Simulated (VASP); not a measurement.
# Ti12HO24 (a cell with a defect) in VASP: a series of runs, part 3 of 3

VASP 6.6.1. Earlier steps stand in the parts before.

### Step 5. Single point, PBE

Contents of INCAR:

```
SYSTEM = Ti12HO24
PREC = Accurate ; ENCUT = 520
EDIFF = 1E-7 ; ISMEAR = 0
SIGMA = 0.02 ; LREAL = Auto
LASPH = .TRUE. ; NELM = 100
ALGO = Normal ; ISIF = 2
LWAVE = .FALSE. ; LCHARG = .FALSE.
GGA = PE ; NELECT = 288.0
NBANDS = 168
```

Contents of KPOINTS:

```
Automatic mesh
0
Gamma
  2 2 2
  0.5 0.5 0.5
```

Contents of POSCAR:

```
Ti12HO24
1.0
   -4.6433175423     -4.6433175423      0.0000000000
    4.6433175423     -4.6433175423      0.0000000000
    0.0000000000      0.0000000000      8.8916040206
Ti O H
12 24 1
Direct
    0.0081257635      0.5123574854     -0.0075695004
    0.0083510334      0.5126363808      0.3408972097
    0.0035356186      0.4836765910      0.6666710513
    0.4987305906     -0.0148687871     -0.0025708522
    0.4983826712     -0.0151243156      0.3359396115
    0.4923955726      0.0137903556      0.6666965810
    1.0097742524      0.0246165589      0.1666596934
    0.9918147872     -0.0077354175      0.5003946408
    0.9921110193     -0.0080781682      0.8329010135
    0.4824288840      0.4730771652      0.1666560945
    0.5098586255      0.5061884049      0.5004866377
    0.5096556457      0.5065337398      0.8328146398
    0.7896250831      0.5637555425      0.1666600308
    0.8052825304      0.5061989577      0.4998438965
    0.8052599173      0.5062084336      0.8334958443
    0.3094413610      0.0082726412      0.1666784752
    0.3072555316      0.0047610356      0.4998735875
    0.3072484246      0.0047608202      0.8334877467
    0.0158126166      0.8082109323     -0.0030200400
    0.0158191852      0.8082121168      0.3363830635
    0.0033240242      0.8081068042      0.6666650906
    0.5123530705      0.2998526350      0.0028756341
    0.5123462865      0.2998975382      0.3304917755
    0.5025074160      0.3038716364      0.6666661028
   -0.0119750587      0.2022816642      0.3301955410
   -0.0020213996      0.1969145964      0.6666665527
   -0.0119869037      0.2023370126      0.0031758049
    0.4835574952      0.6903191459      0.3366237400
    0.4973099468      0.6909856952      0.6666641909
    0.4835593258      0.6903229148     -0.0032613913
    0.1875997048      0.4908033920      0.1666774630
    0.1930617477      0.4951830193      0.5000533076
    0.1930395653      0.4951817271      0.8333246715
    0.7036986961     -0.0449229453      0.1666461975
    0.6964509686     -0.0068610427      0.4996350478
    0.6964525839     -0.0068721339      0.8337030060
    0.7588043393      0.7204546037      0.1666535078
```

Potentials or basis: VASP PAW PBE potentials, release 64 (Ti_sv, O, H).

Launch:

```
cat potpaw_PBE.64/Ti_sv/POTCAR potpaw_PBE.64/O/POTCAR potpaw_PBE.64/H/POTCAR > POTCAR
mpirun -np 1 vasp_std > vasp.out
```

OUTCAR:

```text
SYSTEM = Ti12HO24
   PREC = Accurate
   ENCUT = 520
   EDIFF = 1E-7
   ISMEAR = 0
   LREAL = Auto
   LASPH = .TRUE.
   NELM = 100
   ISIF = 2
   GGA = PE
   NELECT = 288.0

 ion  position               nearest neighbor table
   1  0.008  0.512  0.992-  33 1.87  15 1.94  19 1.94  31 1.95  27 2.04  13 2.14   3 2.90
   2  0.008  0.513  0.341-  32 1.87  20 1.94  14 1.94  31 1.95  25 2.04  13 2.14   3 2.90
   3  0.004  0.484  0.667-  26 1.88  32 1.94  33 1.94  14 1.98  15 1.98  21 2.13   1 2.90   2 2.90

   4  0.499  0.985  0.997-  18 1.93  30 1.94  36 1.95  16 1.96  34 2.03  22 2.07
   5  0.498  0.985  0.336-  17 1.93  28 1.94  35 1.95  16 1.96  34 2.03  23 2.07
[... 917 lines left out ...]
  Total      -10.8069212     -3.2644513     -1.7012819      1.6879103      0.0016209      0.0185341
  in kB      -45.1591425    -13.6412416     -7.1091876      7.0533115      0.0067733      0.0774490
  external PRESSURE =     -21.9698573 kB  Pullay stress =       0.0000000 kB

 VOLUME and BASIS-vectors are now :
 -----------------------------------------------------------------------------
  energy-cutoff  :      520.00
  volume of cell :      383.41
      direct lattice vectors                 reciprocal lattice vectors
    -4.643317542 -4.643317542  0.000000000    -0.107681630 -0.107681630  0.000000000
     4.643317542 -4.643317542  0.000000000     0.107681630 -0.107681630  0.000000000
     0.000000000  0.000000000  8.891604021     0.000000000  0.000000000  0.112465647

 POSITION                                       TOTAL-FORCE (eV/Angst)
 -----------------------------------------------------------------------------------
      2.34131     -2.41677      8.82430        -0.071552      0.007514     -0.024860
      2.34156     -2.41911      3.03112        -0.062629      0.003190      0.028389
      2.22945     -2.26228      5.92778         0.077246      0.007316     -0.001863
      2.25851     -6.89004      8.86875        -0.038153     -0.071305      0.100648
      2.25894     -6.88724      2.98704        -0.028855     -0.072195     -0.096324
     -2.22232     -2.35038      5.92800        -0.014637      0.055341     -0.000883
[... 29 lines left out ...]
      1.37756     -7.84526      7.41296        -0.009831     -0.022940     -0.005930
     -0.17807     -6.86867      1.48182        -0.545881      0.286690     -0.000203
 -----------------------------------------------------------------------------------
    total drift:                               -0.000954     -0.023774     -0.000386

  FREE ENERGIE OF THE ION-ELECTRON SYSTEM (eV)
  ---------------------------------------------------
  free  energy   TOTEN  =      -331.8367562786 eV

  energy  without entropy=     -331.8367562786  energy(sigma->0) =     -331.83675628
```

stdout:

```text
POSCAR found type information on POSCAR TiO H
 POSCAR found :  3 types and      37 ions
 scaLAPACK will be used
 LDA part: xc-table for (Slater+PW92), standard interpolation
 POSCAR, INCAR and KPOINTS ok, starting setup
 FFT: planning ... GRIDC
 FFT: planning ... GRID_SOFT
 FFT: planning ... GRID
 WAVECAR not read
 entering main loop
 the old and the new charge density differ
 old charge density:   289.00000 new  288.00000
    0.758E+01
```

It took 17 min on 1 thread of Oxide Virtual Turin-like, shared host; peak memory 0.48 GiB.

Results:

```yaml
Free_energy: -331.8368 eV
Largest_force: 0.617 eV/Å
```

Forces in eV/Å, atoms in the order of the input:
```
Ti  -0.072  0.008 -0.025
Ti  -0.063  0.003  0.028
Ti   0.077  0.007 -0.002
Ti  -0.038 -0.071  0.101
Ti  -0.029 -0.072 -0.096
Ti  -0.015  0.055 -0.001
Ti   0.033  0.099 -0.004
Ti   0.007 -0.055 -0.001
Ti   0.007 -0.059  0.011
Ti   0.100  0.048 -0.003
Ti  -0.024  0.039 -0.004
Ti  -0.026  0.043  0.001
O   -0.009  0.039  0.001
O   -0.001 -0.008  0.008
O    0.000 -0.010 -0.012
O    0.055  0.046  0.003
O    0.057  0.037  0.003
O    0.056  0.036 -0.005
O    0.007  0.048  0.057
O    0.010  0.043 -0.055
O   -0.055  0.053  0.001
O    0.009  0.007 -0.060
O    0.008  0.009  0.055
O    0.024 -0.030 -0.001
O    0.045 -0.061  0.041
O    0.002  0.004 -0.002
O    0.044 -0.060 -0.046
O    0.002 -0.022 -0.045
O    0.051 -0.058  0.000
O    0.004 -0.022  0.049
O    0.020  0.017  0.003
O   -0.047 -0.069  0.031
O   -0.046 -0.066 -0.033
O    0.366 -0.221  0.001
O   -0.008 -0.022  0.007
O   -0.010 -0.023 -0.006
H   -0.546  0.287  0.000
```

Caveat: the cell carries a net charge on a neutralising background, which shifts energy and pressure; the cell is charged against a uniform background, so pressure and absolute levels hang on convention.

### Step 6. Single point, PBE

Contents of INCAR:

```
ALGO = Normal
EDIFF = 1E-6
ENCUT = 520
GGA = PE
ISIF = 2
ISMEAR = 0
LASPH = T
LCHARG = T
LELF = T
LREAL = Auto
LVHAR = T
LWAVE = F
NBANDS = 168
NELECT = 288.0
NELM = 80
PREC = Accurate
SIGMA = 0.02
```

KPOINTS is that of step 5.

Contents of POSCAR:

```
Ti12HO24
1.0
   -4.6433175423     -4.6433175423      0.0000000000
    4.6433175423     -4.6433175423      0.0000000000
    0.0000000000      0.0000000000      8.8916040206
Ti O H
12 24 1
Direct
   -0.0069052999      0.5107965325     -0.0016371624
   -0.0062308898      0.5113477548      0.3349735316
    0.0138054310      0.4843284956      0.6666556435
    0.4882808422      0.0056726683     -0.0097117460
    0.4881708992      0.0054093867      0.3430880405
    0.5006857659      0.0187439259      0.6666990552
    1.0221445027      0.0259890690      0.1666984941
    0.9902658946     -0.0090540868      0.5004203954
    0.9903766990     -0.0096544119      0.8330171905
    0.4828116922      0.4902141581      0.1667306592
    0.5061776367      0.5119698316      0.4997785540
    0.5055517911      0.5122375281      0.8335733331
    0.8038826692      0.5159058105      0.1666666663
    0.8051396369      0.5020655983      0.4995668936
    0.8051173468      0.5020217719      0.8337446183
    0.3114095659      0.0031909297      0.1666681283
    0.3051585396     -0.0000211056      0.5013261938
    0.3051531555      0.0000211056      0.8320327787
    0.0071677200      0.8071041805     -0.0006118131
    0.0072698022      0.8071616825      0.3339534681
   -0.0000909910      0.8057487919      0.6666307886
    0.5056838087      0.2978920755      0.0020161717
    0.5056575344      0.2979004747      0.3313457272
    0.5021031792      0.3032205933      0.6666639659
   -0.0037979311      0.1965200510      0.3329379033
   -0.0013442975      0.1928674901      0.6666342750
   -0.0038108529      0.1965142361      0.0004139860
    0.4954791437      0.6922201574      0.3327793268
    0.5003992251      0.6926826500      0.6666666651
    0.4955189859      0.6922113275      0.0005645775
    0.1944248895      0.4942413434      0.1666682408
    0.1960073787      0.4973007939      0.4998947310
    0.1960363451      0.4972845339      0.8334552442
    0.7055682645     -0.0353407878      0.1666469848
    0.6933821499     -0.0038167754      0.4997820404
    0.6933698742     -0.0038174215      0.8335581502
    0.7230080582      0.8150000437      0.1665440787
```

Potentials or basis: VASP PAW PBE potentials, release 64 (Ti_sv, O, H).

Launch:

```
cat potpaw_PBE.64/Ti_sv/POTCAR potpaw_PBE.64/O/POTCAR potpaw_PBE.64/H/POTCAR > POTCAR
mpirun -np 1 vasp_std > vasp.out
```

Wall time 16 min (1 thread of Oxide Virtual Turin-like, shared host); peak memory 0.48 GiB.

The run converged. Its results:

```yaml
Free_energy: -331.9763 eV
Largest_force: 0.099 eV/Å
```

Forces on the atoms (eV/Å):
```
Ti  -0.035 -0.005  0.006
Ti  -0.030  0.005 -0.012
Ti   0.040  0.000 -0.003
Ti  -0.045 -0.011  0.073
Ti  -0.045 -0.013 -0.071
Ti  -0.018  0.032  0.008
Ti  -0.022  0.055 -0.005
Ti   0.009 -0.031 -0.014
Ti   0.010 -0.027  0.023
Ti  -0.022 -0.029 -0.010
Ti  -0.011  0.034 -0.017
Ti  -0.018  0.029  0.023
O    0.037  0.024  0.002
O    0.015  0.011  0.025
O    0.014  0.014 -0.023
O   -0.002  0.004  0.003
O    0.049  0.051  0.023
O    0.050  0.054 -0.030
O   -0.009  0.007  0.023
O   -0.007  0.010 -0.026
O   -0.049  0.044  0.002
O    0.003 -0.001 -0.025
O   -0.001 -0.001  0.023
O    0.018 -0.015 -0.003
O    0.038 -0.036  0.041
O   -0.002 -0.001  0.004
O    0.037 -0.032 -0.043
O    0.031 -0.038 -0.016
O    0.049 -0.045 -0.001
O    0.032 -0.037  0.015
O    0.010  0.011  0.004
O   -0.030 -0.024 -0.014
O   -0.029 -0.027  0.014
O    0.051 -0.040  0.003
O   -0.021 -0.018  0.005
O   -0.023 -0.019 -0.008
H   -0.076  0.063  0.001
```

Levels at points of the mesh, in eV from the Fermi level:
| k point | band 140 | band 141 | band 142 | band 143 | band 144 | band 145 | band 146 | band 147 | band 148 | band 149 |
| --- | --- | --- | --- | --- | --- | --- | --- | --- | --- | --- |
| (0.25, 0.25, 0.25) | -0.73 | -0.68 | -0.66 | -0.39 | -0.12 | 2.36 | 2.44 | 2.46 | 2.50 | 2.54 |

Caveat: the cell carries a net charge on a neutralising background, which shifts energy and pressure; the cell is charged against a uniform background, so pressure and absolute levels hang on convention.

### Step 7. Single point, PBE

Contents of INCAR:

```
  PREC = Accurate
  ENCUT = 520
  EDIFF = 1E-7
  ISMEAR = 0
  SIGMA = 0.02
  LREAL = Auto
  LASPH = True
  NELM = 60
  ALGO = Normal
  ISIF = 2
  LWAVE = False
  LCHARG = False
  GGA = PE
  NBANDS = 168
  NELECT = 288.0
```

KPOINTS is that of step 6.

Contents of POSCAR:

```
Ti12HO24
1.0
   -4.6433175423     -4.6433175423      0.0000000000
    4.6433175423     -4.6433175423      0.0000000000
    0.0000000000      0.0000000000      8.8916040206
Ti O H
12 24 1
Direct
    0.0012719354      0.5148710977     -0.0025713021
    0.0016147937      0.5151217805      0.3359393865
    0.0076039383      0.4862102321      0.6666961311
    0.4918742858     -0.0123578669     -0.0075692754
    0.4916495543     -0.0126362239      0.3408972097
    0.4964639999      0.0163238890      0.6666710513
    1.0175711562      0.0269223457      0.1666558696
    0.9901416300     -0.0061908323      0.5004863003
    0.9903437484     -0.0065305678      0.8328143024
    0.4902255724      0.4753833827      0.1666596934
    0.5081827763      0.5077358976      0.5003946408
    0.5078906361      0.5080782175      0.8329011259
    0.7963013441      0.5449228869      0.1666467599
    0.8035493946      0.5068613074      0.4996351603
    0.8035473486      0.5068721832      0.8337031185
    0.3124004522      0.0091965496      0.1666774630
    0.3069383016      0.0048172454      0.5000533076
    0.3069604840      0.0048183222      0.8333247840
    0.0164407235      0.8096768024     -0.0032615038
    0.0164426618      0.8096811096      0.3366237400
    0.0026902102      0.8090145603      0.6666643033
    0.5119870606      0.2976629290      0.0031758049
    0.5119751080      0.2977181697      0.3301956535
    0.5020214488      0.3030854528      0.6666667776
   -0.0123463449      0.2001030495      0.3304916631
   -0.0025074744      0.1961285205      0.6666664402
   -0.0123531289      0.2001468759      0.0028756341
    0.4841807564      0.6917879233      0.3363832884
    0.4966759174      0.6918932360      0.6666649781
    0.4841872173      0.6917887848     -0.0030200400
    0.1905585806      0.4917273004      0.1666784752
    0.1927448407      0.4952391214      0.4998735875
    0.1927514093      0.4952392291      0.8334877467
    0.7103751725     -0.0637564623      0.1666600308
    0.6947175098     -0.0061988007      0.4998438965
    0.6947404459     -0.0062085997      0.8334958443
    0.7411959162      0.7795445750      0.1666536203
```

Potentials or basis: VASP PAW PBE potentials, release 64 (Ti_sv, O, H).

Launch:

```
cat potpaw_PBE.64/Ti_sv/POTCAR potpaw_PBE.64/O/POTCAR potpaw_PBE.64/H/POTCAR > POTCAR
mpirun -np 1 vasp_std > vasp.out
```

OUTCAR:

```text
PREC = Accurate
   ENCUT = 520
   EDIFF = 1E-7
   ISMEAR = 0
   LREAL = Auto
   LASPH = True
   NELM = 60
   ISIF = 2
   GGA = PE
   NELECT = 288.0

 ion  position               nearest neighbor table
   1  0.001  0.515  0.997-  33 1.93  19 1.94  15 1.95  31 1.96  13 2.03  27 2.07
   2  0.002  0.515  0.336-  32 1.93  20 1.94  14 1.95  31 1.96  13 2.03  25 2.07
   3  0.008  0.486  0.667-  26 1.91  33 1.92  32 1.92  15 2.00  14 2.01  21 2.12
   4  0.492  0.988  0.992-  18 1.87  36 1.94  30 1.94  16 1.95  22 2.04  34 2.14   6 2.90
   5  0.492  0.987  0.341-  17 1.87  28 1.94  35 1.94  16 1.95  23 2.04  34 2.14   6 2.90
   6  0.496  0.016  0.667-  24 1.88  17 1.94  18 1.94  35 1.98  36 1.98  29 2.13   4 2.90   5 2.90

   7  0.018  0.027  0.167-  27 1.86  25 1.86  16 1.94  19 2.08  20 2.08  34 2.10
   8  0.990  0.994  0.500-  20 1.90  21 1.91  35 1.94  26 1.99  25 2.03  17 2.08
   9  0.990  0.993  0.833-  19 1.90  21 1.91  36 1.94  26 1.99  27 2.03  18 2.08
  10  0.490  0.475  0.167-  22 1.87  23 1.87  31 1.97  13 2.06  30 2.07  28 2.07
  11  0.508  0.508  0.500-  28 1.90  29 1.91  14 1.94  24 2.00  23 2.05  32 2.07
  12  0.508  0.508  0.833-  30 1.90  29 1.91  15 1.94  24 2.00  22 2.05  33 2.07
  13  0.796  0.545  0.167-   1 2.03   2 2.03  10 2.06
  14  0.804  0.507  0.500-  11 1.94   2 1.95   3 2.01
  15  0.804  0.507  0.834-  12 1.94   1 1.95   3 2.00
  16  0.312  0.009  0.167-   7 1.94   5 1.95   4 1.95
  17  0.307  0.005  0.500-   5 1.87   6 1.94   8 2.08
  18  0.307  0.005  0.833-   4 1.87   6 1.94   9 2.08
[... 13 lines left out ...]
  32  0.193  0.495  0.500-   3 1.92   2 1.93  11 2.07
  33  0.193  0.495  0.833-   3 1.92   1 1.93  12 2.07
  34  0.710  0.936  0.167-  37 1.05   7 2.10   4 2.14   5 2.14
  35  0.695  0.994  0.500-   8 1.94   5 1.94   6 1.98
  36  0.695  0.994  0.833-   9 1.94   4 1.94   6 1.98
  37  0.741  0.780  0.167-  34 1.05

  LATTYP: Found a simple tetragonal cell.
 ALAT       =     6.5666426427
 C/A-ratio  =     1.3540563275

  Lattice vectors:

 A1 = (  -4.6433175423,  -4.6433175423,   0.0000000000)
 A2 = (   4.6433175423,  -4.6433175423,   0.0000000000)
 A3 = (   0.0000000000,   0.0000000000,   8.8916040206)

Analysis of symmetry for initial positions (statically):
[... 203 lines left out ...]
   LEPSILON=     F    determine dielectric tensor
   LRPA    =     F    only Hartree local field effects (RPA)
 non-spin polarized calculation
 Gauss-broadening in eV      SIGMA  =   0.02
  energy-cutoff  :      520.00
  volume of cell :      383.41
 maximum number of plane-waves:     10322
 NGX is ok and might be reduce to    50
   NGX = 25   NGY = 25   NGZ = 33

 number of electron     287.9999999 magnetization

 Free energy of the ion-electron system (eV)
  ---------------------------------------------------
  ext. energy  EPLUGINS =         0.00000000
  ---------------------------------------------------
  free energy    TOTEN  =      -331.83675198 eV

  energy without entropy =     -331.83675198  energy(sigma->0) =     -331.83675198

 E-fermi :   4.5702     XC(G=0): -11.2805

 val. band max:        4.3227439939   @ k =   0.2500  -0.2500   0.2500
 cond. band min:       6.7697279342   @ k =   0.2500   0.2500   0.2500
 fundamental gap:      2.4469839404
 Fermi energy:         4.5702131412

 k-point     1 :       0.2500    0.2500    0.2500
  band No.  band energies     occupation
      1     -52.3681      2.00000
      2     -52.3560      2.00000
      3     -52.3019      2.00000
      4     -52.2745      2.00000
      5     -52.2545      2.00000
      6     -52.2502      2.00000
[... 625 lines left out ...]
    155       7.3299      0.00000
    156       7.3550      0.00000
 [bands above 156 left out]

------------------------ aborting loop because EDIFF is reached ----------------------------------------

  FORCE on cell =-STRESS in cart. coord.  units (eV):
  Direction    XX          YY          ZZ          XY          YZ          ZX
  --------------------------------------------------------------------------------------
  -------------------------------------------------------------------------------------
  Total      -10.8063834     -3.2638837     -1.7006808      1.6879288     -0.0015740     -0.0184761
  in kB      -45.1568956    -13.6388698     -7.1066758      7.0533887     -0.0065773     -0.0772065
  external PRESSURE =     -21.9674804 kB  Pullay stress =       0.0000000 kB

 VOLUME and BASIS-vectors are now :
 -----------------------------------------------------------------------------
  energy-cutoff  :      520.00
  volume of cell :      383.41
      direct lattice vectors                 reciprocal lattice vectors
    -4.643317542 -4.643317542  0.000000000    -0.107681630 -0.107681630  0.000000000
     4.643317542 -4.643317542  0.000000000     0.107681630 -0.107681630  0.000000000
     0.000000000  0.000000000  8.891604021     0.000000000  0.000000000  0.112465647

 POSITION                                       TOTAL-FORCE (eV/Angst)
 -----------------------------------------------------------------------------------
      2.38480     -2.39662      8.86874         0.038152      0.071426      0.100686
      2.38438     -2.39937      2.98704         0.028857      0.072079     -0.096343
      2.22232     -2.29294      5.92800         0.014612     -0.055334     -0.000852
      2.30201     -6.86986      8.82430         0.071580     -0.007515     -0.024894
      2.30176     -6.86753      3.03112         0.062679     -0.003167      0.028402
     -2.22944     -2.38104      5.92778        -0.077260     -0.007325     -0.001860
[... 29 lines left out ...]
      1.38859     -7.84039      7.41112        -0.000166      0.009732     -0.012455
      0.17807     -7.06128      1.48182         0.545861     -0.286678     -0.000202
 -----------------------------------------------------------------------------------
    total drift:                                0.000924      0.023818     -0.000353

  FREE ENERGIE OF THE ION-ELECTRON SYSTEM (eV)
  ---------------------------------------------------
  free  energy   TOTEN  =      -331.8367519784 eV

  energy  without entropy=     -331.8367519784  energy(sigma->0) =     -331.83675198
```

It took 28 min on 1 thread of Oxide Virtual Turin-like, shared host; peak memory 0.48 GiB.

What came out:

* Free energy: -331.8368 eV
* Largest force: 0.617 eV/Å

Forces in eV/Å, atoms in the order of the input:
```
Ti   0.038  0.071  0.101
Ti   0.029  0.072 -0.096
Ti   0.015 -0.055 -0.001
Ti   0.072 -0.008 -0.025
Ti   0.063 -0.003  0.028
Ti  -0.077 -0.007 -0.002
Ti  -0.100 -0.048 -0.003
Ti   0.024 -0.039 -0.004
Ti   0.026 -0.043  0.001
Ti  -0.033 -0.099 -0.004
Ti  -0.008  0.055 -0.001
Ti  -0.007  0.059  0.011
O   -0.366  0.221  0.001
O    0.008  0.022  0.007
O    0.010  0.023 -0.006
O   -0.020 -0.017  0.003
O    0.047  0.069  0.031
O    0.046  0.066 -0.033
O   -0.004  0.022  0.049
O   -0.002  0.022 -0.045
O   -0.051  0.058  0.000
O   -0.044  0.060 -0.046
O   -0.045  0.061  0.041
O   -0.002 -0.004 -0.002
O   -0.008 -0.009  0.055
O   -0.024  0.030 -0.001
O   -0.009 -0.007 -0.060
O   -0.010 -0.043 -0.055
O    0.055 -0.053  0.001
O   -0.007 -0.048  0.057
O   -0.055 -0.046  0.003
O   -0.057 -0.037  0.003
O   -0.056 -0.036 -0.005
O    0.009 -0.039  0.001
O    0.001  0.008  0.008
O    0.000  0.010 -0.012
H    0.546 -0.287  0.000
```

Levels at points of the mesh, in eV from the Fermi level:
| k point | band 141 | band 142 | band 143 | band 144 | band 145 | band 146 | band 147 | band 148 |
| --- | --- | --- | --- | --- | --- | --- | --- | --- |
| (0.25, 0.25, 0.25) | -0.81 | -0.79 | -0.58 | -0.31 | 2.20 | 2.29 | 2.30 | 2.33 |

Caveat: the cell carries a net charge on a neutralising background, which shifts energy and pressure; the cell is charged against a uniform background, so pressure and absolute levels hang on convention.
